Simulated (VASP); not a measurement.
Here is a VASP 6.6.1 calculation.

The input INCAR:

```
PREC = Accurate ; ENCUT = 520
EDIFF = 1E-6 ; ISMEAR = 0
SIGMA = 0.05 ; LREAL = F
LASPH = T ; NELM = 80
ALGO = Normal ; ISIF = 2
LWAVE = F ; LCHARG = T
GGA = PE ; LELF = T
LVHAR = T ; NBANDS = 15
```

KPOINTS

```
regular mesh
0
Gamma
  6 6 6
```

Contents of POSCAR:

```
RbBr
1.0
    4.2486677011      0.0000000000      0.0000000000
    0.0000000000      4.2486677011      0.0000000000
    0.0000000000      0.0000000000      4.1929021031
Rb Br
1 1
Direct
   -0.0462890878      0.0000000000      0.0000000000
    0.5495122459      0.5000000000      0.5000000000
```

Potentials or basis: VASP PAW PBE potentials, release 64 (Rb_sv, Br).

Run with:

```bash
$ cat potpaw_PBE.64/Rb_sv/POTCAR potpaw_PBE.64/Br/POTCAR > POTCAR
$ mpirun -np 1 vasp_std > vasp.out
```

(1) What does it give for the pressure?

(2) Predict the band gap on the k mesh.

(3) Predict the largest force.

Answers

(1) 0.3 GPa.

(2) 3.90 eV (least direct gap 4.00 eV).

(3) 0.217 eV/Å.

Caveat: the cell differs from its parent crystal (atoms displaced along a vibrational mode, the cell strained).
